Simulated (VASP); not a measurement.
# BeSe5 in VASP: a series of runs, part 2 of 2

VASP 6.6.1. Earlier steps stand in the parts before.

**3. Single point, PBE**

This run uses another cell than the first one: it holds 6 atoms, not 12.

The input, INCAR:

```
ALGO = Normal
EDIFF = 1E-7
ENCUT = 520
GGA = PE
ISIF = 2
ISMEAR = 0
LASPH = True
LCHARG = False
LREAL = False
LWAVE = False
NBANDS = 25
NELM = 80
PREC = Accurate
SIGMA = 0.1
```

The input, KPOINTS:

```
k-points
0
Gamma
  6 6 14
```

The input, POSCAR:

```
BeSe5
1.0
    9.2636534690      0.0000000000      0.0000000000
   -4.6318267345      8.0225592360      0.0000000000
    0.0000000000      0.0000000000      2.6756617321
Be Se
1 5
Direct
    0.0000000000      0.0000000000      0.0000000000
    0.3333333333      0.6666666667      0.0000000000
    0.6666666667      0.3333333333      0.0000000000
    0.5000000000      0.0000000000      0.0000000000
    0.0000000000      0.5000000000      0.0000000000
    0.5000000000      0.5000000000      0.0000000000
```

Potentials or basis: VASP PAW PBE potentials, release 64 (Be, Se).

Run with:

```sh
$ cat potpaw_PBE.64/Be/POTCAR potpaw_PBE.64/Se/POTCAR > POTCAR
$ mpirun -np 1 vasp_std > vasp.out
```

OUTCAR:

```text
EDIFF = 1E-7
   ENCUT = 520
   GGA = PE
   ISIF = 2
   ISMEAR = 0
   LASPH = True
   LREAL = False
   NELM = 80
   PREC = Accurate

 ion  position               nearest neighbor table
   1  0.000  0.000  0.000-
   2  0.333  0.667  0.000-   4 2.67   5 2.67   6 2.67
   3  0.667  0.333  0.000-   4 2.67   5 2.67   6 2.67
   4  0.500  0.000  0.000-   2 2.67   3 2.67
   5  0.000  0.500  0.000-   2 2.67   3 2.67
   6  0.500  0.500  0.000-   2 2.67   3 2.67

  LATTYP: Found a hexagonal cell.
 ALAT       =     9.2636534690
 C/A-ratio  =     0.2888343936

  Lattice vectors:

 A1 = (   9.2636534690,   0.0000000000,   0.0000000000)
 A2 = (  -4.6318267345,   8.0225592360,   0.0000000000)
 A3 = (   0.0000000000,   0.0000000000,   2.6756617321)

Analysis of symmetry for initial positions (statically):
=====================================================================
 Subroutine PRICEL returns:
 Original cell was already a primitive cell.

 Routine SETGRP: Setting up the symmetry group for a
 hexagonal supercell.

 Subroutine GETGRP returns: Found 24 space group operations
 (whereof 24 operations were pure point group operations)
 out of a pool of 24 trial point group operations.

The static configuration has the point symmetry D_6h.

Analysis of symmetry for dynamics (positions and initial velocities):
=====================================================================
 Subroutine PRICEL returns:
 Original cell was already a primitive cell.

 Routine SETGRP: Setting up the symmetry group for a
 hexagonal supercell.

 Subroutine GETGRP returns: Found 24 space group operations
 (whereof 24 operations were pure point group operations)
 out of a pool of 24 trial point group operations.

The dynamic configuration has the point symmetry D_6h.

 Subroutine INISYM returns: Found 24 space group operations
 (whereof 24 operations are pure point group operations),
 and found     1 'primitive' translations

----------------------------------------------------------------------------------------

                                     Primitive cell

  volume of cell :     198.8504

  direct lattice vectors                    reciprocal lattice vectors
     9.263653469  0.000000000  0.000000000     0.107948770  0.062324252  0.000000000
    -4.631826734  8.022559236  0.000000000     0.000000000  0.124648503  0.000000000
     0.000000000  0.000000000  2.675661732     0.000000000  0.000000000  0.373739321

  length of vectors
     9.263653469  9.263653469  2.675661732     0.124648503  0.124648503  0.373739321

  position of ions in fractional coordinates (direct lattice)
     0.000000000  0.000000000  0.000000000
     0.333333333  0.666666667  0.000000000
     0.666666667  0.333333333  0.000000000
     0.500000000  0.000000000  0.000000000
     1.000000000  0.500000000  0.000000000
     0.500000000  0.500000000  0.000000000

  ion indices of the primitive-cell ions
   primitive index   ion index
[... 27 lines left out ...]

 Subroutine IBZKPT returns following result:
 ===========================================

 Found     56 irreducible k-points:

 Following reciprocal coordinates:
            Coordinates               Weight
  0.000000  0.000000  0.000000      1.000000
  0.166667  0.000000  0.000000      6.000000
  0.333333  0.000000  0.000000      6.000000
  0.500000  0.000000  0.000000      3.000000
  0.166667  0.166667  0.000000      6.000000
  0.333333  0.166667  0.000000     12.000000
[... 16 lines left out ...]
  0.166667  0.000000  0.214286     12.000000
  0.333333  0.000000  0.214286     12.000000
 [... further k-points ...]
   k-points           NKPTS =     56   k-points in BZ     NKDIM =     56   number of bands    NBANDS=     25
   number of dos      NEDOS =    301   number of ions     NIONS =      6
   total plane-waves  NPLWV =  98000
   dimension x,y,z NGX =    70 NGY =   70 NGZ =   20
   dimension x,y,z NGXF=   140 NGYF=  140 NGZF=   40
   ions per type =               1   5
   NGX,Y,Z   is equivalent  to a cutoff of  12.56, 12.56, 12.43 a.u.
   NGXF,Y,Z  is equivalent  to a cutoff of  25.12, 25.12, 24.85 a.u.
 SYSTEM =  unknown system
   PREC   = accura    normal or accurate (medium, high low for compatibility)
   ISTART =      0    job   : 0-new  1-cont  2-samecut
   ICHARG =      2    charge: 1-file 2-atom 10-const
   ISPIN  =      1    spin polarized calculation?
   LNONCOLLINEAR =      F non collinear calculations
   LSORBIT =      F    spin-orbit coupling
   LASPH  =      T    aspherical Exc in radial PAW
   ENCUT  =  520.0 eV  38.22 Ry    6.18 a.u.  17.22 17.22  4.97*2*pi/ulx,y,z
   NELM   =     80;   NELMIN=  2; NELMDL= -5     # of ELM steps
   EDIFF  = 0.1E-06   stopping-criterion for ELM
   LREAL  =      F    real-space projection
   EDIFFG = 0.1E-05   stopping-criterion for IOM
   NSW    =      0    number of steps for IOM
   IBRION =     -1    ionic relax: 0-MD 1-quasi-New 2-CG
   NFREE  =      0    steps in history (QN), initial steepest desc. (CG)
   ISIF   =      2    stress and relaxation
   ISYM   =      2    0-nonsym 1-usesym 2-fastsym
   POTIM  = 0.5000    time-step for ionic-motion
   TEBEG  =    0.0;   TEEND  =   0.0 temperature during run
   PSTRESS=    0.0 pullay stress
   NELECT =      32.0000    total number of electrons
   NUPDOWN=      -1.0000    fix difference up-down
   EMIN   =  10.00;   EMAX   =-10.00  energy-range for DOS
   EFERMI =   0.00;   METHOD = LEGACY
   ISMEAR =     0;   SIGMA  =   0.10  broadening in eV -4-tet -1-fermi 0-gaus
   EFERMI_NEDOS =   21; number of points for ismear=-14 and -15
   IALGO  =     38    algorithm
   IMIX   =      4    mixing-type and parameters
     AMIX     =   0.40;   BMIX     =  1.00
     AMIX_MAG =   1.60;   BMIX_MAG =  1.00
  volume/ion in A,a.u.               =      33.14       223.65
  Fermi-wavevector in a.u.,A,eV,Ry     =   0.890463  1.682732 10.788397  0.792925
  Thomas-Fermi vector in A             =   2.012157
   LORBIT       =      0    0 simple, 1 ext, 2 COOP (PROOUT), +10 PAW based schemes
   GGA     = PE    functional components
   LHFCALC =     F    Hartree Fock is set to
   AEXX    =    0.0000 exact exchange contribution
   IVDW    =     0    specifies the selected vdW correction
   LEPSILON=     F    determine dielectric tensor
   LRPA    =     F    only Hartree local field effects (RPA)
 non-spin polarized calculation
 Gauss-broadening in eV      SIGMA  =   0.10
  energy-cutoff  :      520.00
  volume of cell :      198.85
 maximum number of plane-waves:      5434
 NGX is ok and might be reduce to    70

 number of electron      31.9999999 magnetization

 Free energy of the ion-electron system (eV)
  ---------------------------------------------------
  ext. energy  EPLUGINS =         0.00000000
  ---------------------------------------------------
  free energy    TOTEN  =       -17.60551840 eV

  energy without entropy =      -17.59161423  energy(sigma->0) =      -17.59856632

 E-fermi :   1.0902     XC(G=0):  -7.4136

 val. band max:        1.0873311751   @ k =   0.0000   0.0000   0.5000
 cond. band min:       1.1136830492   @ k =   0.3333   0.1667   0.0714
 fundamental gap:      0.0263518741
 Fermi energy:         1.0902037129

 k-point     1 :       0.0000    0.0000    0.0000
  band No.  band energies     occupation
      1     -14.8640      2.00000
      2     -13.9638      2.00000
      3     -13.1019      2.00000
      4     -13.1019      2.00000
      5     -11.3850      2.00000
      6      -5.3509      2.00000
[... 661 lines left out ...]
     24       6.8730      0.00000
     25       7.5116      0.00000

 [... further k-points ...]

------------------------ aborting loop because EDIFF is reached ----------------------------------------

  FORCE on cell =-STRESS in cart. coord.  units (eV):
  Direction    XX          YY          ZZ          XY          YZ          ZX
  --------------------------------------------------------------------------------------
  -------------------------------------------------------------------------------------
  Total       -0.0266279     -0.0266279      0.0413152      0.0000000      0.0000000      0.0000000
  in kB       -0.2145462     -0.2145462      0.3328851      0.0000000      0.0000000      0.0000000
  external PRESSURE =      -0.0320691 kB  Pullay stress =       0.0000000 kB

 VOLUME and BASIS-vectors are now :
 -----------------------------------------------------------------------------
  energy-cutoff  :      520.00
  volume of cell :      198.85
      direct lattice vectors                 reciprocal lattice vectors
     9.263653469  0.000000000  0.000000000     0.107948770  0.062324252  0.000000000
    -4.631826734  8.022559236  0.000000000     0.000000000  0.124648503  0.000000000
     0.000000000  0.000000000  2.675661732     0.000000000  0.000000000  0.373739321

 POSITION                                       TOTAL-FORCE (eV/Angst)
 -----------------------------------------------------------------------------------
      0.00000      0.00000      0.00000        -0.000000      0.000000      0.000000
     -0.00000      5.34837      0.00000         0.000000     -0.000000     -0.000000
      4.63183      2.67419      0.00000         0.000000      0.000000      0.000000
      4.63183      0.00000      0.00000        -0.000000      0.000000      0.000000
     -2.31591      4.01128      0.00000        -0.000000      0.000000      0.000000
      2.31591      4.01128      0.00000        -0.000000      0.000000      0.000000
 -----------------------------------------------------------------------------------
    total drift:                                0.000000     -0.000000     -0.000000

  FREE ENERGIE OF THE ION-ELECTRON SYSTEM (eV)
  ---------------------------------------------------
  free  energy   TOTEN  =       -17.6055184034 eV

  energy  without entropy=      -17.5916142311  energy(sigma->0) =      -17.59856632
```

Wall time 7.2 min (1 thread of Intel Xeon 8259CL, shared host); peak memory 0.45 GiB.

Results:

```
Free energy            : -17.6055 eV
Pressure               : 0.0 GPa
Band gap on the k mesh : zero (bands 16 and 17 overlap by 3.08 eV)
```

**4. Single point, PBE+D3(BJ)**

This run uses another cell than the first one: it holds 6 atoms, not 12.

The input, INCAR:

```
SYSTEM = BeSe5
PREC = Accurate ; ENCUT = 520
EDIFF = 1E-7 ; ISMEAR = 0
SIGMA = 0.1 ; LREAL = .FALSE.
LASPH = .TRUE. ; NELM = 100
ALGO = Normal ; ISIF = 2
LWAVE = .FALSE. ; LCHARG = .TRUE.
GGA = PE ; IVDW = 12
LELF = .TRUE. ; LVHAR = .TRUE.
NBANDS = 25
```

The input, KPOINTS:

```
Automatic mesh
0
G
  6 6 14
  0 0 0
```

POSCAR is that of step 3.

Run with:

```sh
$ cat potpaw_PBE.64/Be/POTCAR potpaw_PBE.64/Se/POTCAR > POTCAR
$ mpirun -np 1 vasp_std > vasp.out
```

It took 7.1 min on 1 thread of Intel Xeon 8259CL, shared host; peak memory 0.46 GiB.

The run converged. Its results:

```yaml
Free_energy: -19.0688 eV
Pressure: -0.9 GPa
Band_gap_on_the_k_mesh: zero (bands 16 and 17 overlap by 3.08 eV)
Dispersion_energy_per_atom: -0.244 eV
```

Stress tensor (GPa, compression positive):
```
-1.27  0.00  0.00
 0.00 -1.27  0.00
 0.00  0.00 -0.18
```

Levels at points of the mesh, in eV from the Fermi level:
```csv
k point,band 14,band 15,band 16,band 17,band 18,band 19
"(0.00, 0.00, 0.00)",-1.91,1.62,1.62,2.07,2.07,2.98
"(0.50, 0.00, 0.00)",0.16,0.46,1.35,1.49,1.57,3.12
"(0.00, 0.00, 0.50)",-0.67,-0.40,-0.40,0.00,0.32,0.48
"(0.50, 0.00, 0.50)",-1.19,-0.31,-0.15,0.32,0.44,2.15
```

**5. Summary**

| level | cell | k mesh | gap on the mesh (eV) | pressure (GPa) |
| --- | --- | --- | --- | --- |
| PBE | a = 9.272, b = 9.272, c = 5.341 Å, angles 90.0, 90.0, 120.0°, 12 atoms, atomic positions A | 3 × 3 × 4 | none | 0.3 |
| PBE | a = 9.264, b = 9.264, c = 2.676 Å, angles 90.0, 90.0, 120.0°, 6 atoms, atomic positions B | 6 × 6 × 14 | none | 0.0 |
| PBE+D3(BJ) | a = 9.264, b = 9.264, c = 2.676 Å, angles 90.0, 90.0, 120.0°, 6 atoms, atomic positions B | 6 × 6 × 14 | none | -0.9 |

Alike in all rows: task single point; potentials or basis VASP PAW PBE potentials, release 64 (Be, Se); no spin polarisation; cutoff (eV) 520; smearing gaussian 0.1 eV.

Absolute energies hang on the potentials; compare differences alone.

The gap in the log of VASP goes by the Fermi energy; the results here count the filled bands.